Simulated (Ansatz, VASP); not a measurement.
# One calculation of Ni, two programs

File INCAR:

```
PREC     = Accurate       # precision mode
ENCUT    = 520            # plane-wave cutoff, eV
EDIFF    = 1E-7           # SCF threshold, eV
ISMEAR   = -1             # smearing method
SIGMA    = 0.05           # smearing width, eV
LREAL    = False          # projectors in reciprocal space
LASPH    = True           # aspherical terms in the spheres
NELM     = 150            # most SCF steps
ALGO     = Normal         # electronic algorithm
ISIF     = 2              # what is computed and relaxed
LWAVE    = False          # write WAVECAR
LCHARG   = True           # write CHGCAR
ISPIN    = 2              # spin polarisation
MAGMOM   = 0.668 0.71 0.71 # initial moments
LORBIT   = 11             # projections on sites
LMAXMIX  = 4              # l up to which the mixer works
GGA      = RE             # functional
LELF     = True           # ELF
LVHAR    = True         
NBANDS   = 26             # bands
```

Contents of KPOINTS:

```
regular mesh
0
Gamma
  10 10 14
```

File POSCAR:

```
Ni
1.0
    3.9644180272      0.0000000000      0.0000000000
   -1.9822090136      3.4332867228      0.0000000000
    0.0000000000      0.0000000000      2.4034304190
Ni
3
Direct
    0.0000000000      0.0000000000      0.0000000000
    0.3333333333      0.6666666667      0.5000000000
    0.6666666667      0.3333333333      0.5000000000
```

Input for Ansatz:

```yaml
crystal:
  lattice:
    - [3.9644180272, 0.0, 0.0]
    - [-1.9822090136, 3.4332867228, 0.0]
    - [0.0, 0.0, 2.403430419]
  atoms:
    - { symbol: Ni, position: [0.0, 0.0, 0.0], spin: 0.668 }
    - { symbol: Ni, position: [0.3333333333, 0.6666666667, 0.5], spin: 0.71 }
    - { symbol: Ni, position: [0.6666666667, 0.3333333333, 0.5], spin: 0.71 }
hamiltonian:
  xc: revpbe
  pseudopotentials:
    kind: paw
    azcp:
      Ni: "pseudopotentials/Ni.paw.azcp"
basis:
  ecutwfc: 420
  fft_grid_basis: typed
kpoints:
  mp_grid: { grid: [10, 10, 14], shift: [0, 0, 0] }
magnetization:
  spin_polarized: true
scf:
  occupations: { method: fermi_dirac, width: 0.05 }
  lower_state_search: "off"
output:
  stress: true
```

Alike in both runs: task single point; functional revPBE; k mesh 10 × 10 × 14; occupations fermi-dirac, width 0.05 eV; collinear spin.

|  | VASP | Ansatz |
| --- | --- | --- |
| version | VASP 6.6.1 | Ansatz 0.2.0 |
| potentials or method | VASP PAW PBE potentials, release 64 (Ni), cutoff 520 eV | plane waves (420 eV) with PAW, scalar-relativistic |
| valence electrons in the cell | 30 | 54 |

VASP gave:

```
pressure (GPa)                                                : 7.8
traceless stress, the component that is largest in VASP (GPa) : -0.43
net moment per atom (μB)                                      : 0.61
size of the moment on the site where the two differ most (μB) : 0.64
```

Q: What did Ansatz give for the same quantities?

A: Pressure (GPa): 7.7; traceless stress, the component that is largest in VASP (GPa): -0.35; net moment per atom (μB): 0.62; size of the moment on the site where the two differ most (μB): 0.68.

VASP's potentials were made for PBE, not for revPBE. Site moments also hang on the region over which each program counts them. With one functional, cell and mesh, what is left measures potentials, basis and numerics. VASP's potentials hold 30 valence electrons a cell and Ansatz's 54, so a difference there can come from the potentials and not from the codes.
